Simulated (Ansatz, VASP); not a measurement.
## CoSi2 in VASP and in Ansatz

```
Co Si
1.0
     0.00000    2.67995    2.67995
     2.67995    0.00000    2.67995
     2.67995    2.67995    0.00000
Co Si
1 2
Cartesian
  0.0000 0.0000 0.0000
  1.3400 1.3400 1.3400
  4.0199 4.0199 4.0199
```

Alike in both runs: task single point; functional PBE; k mesh 11 × 11 × 11; occupations fermi-dirac, width 0.1 eV; no spin polarisation.

```csv
,VASP,Ansatz
version,VASP 6.6.1,Ansatz 0.2.0
potentials or method,"VASP PAW PBE potentials, release 64 (Co, Si), cutoff 520 eV","all-electron LAPW, scalar-relativistic"
```

|  | VASP | Ansatz | Ansatz less VASP |
| --- | --- | --- | --- |
| pressure (GPa) | -0.2 | 0.1 | +0.28 |

Ansatz ran all-electron here, and VASP with PAW potentials.
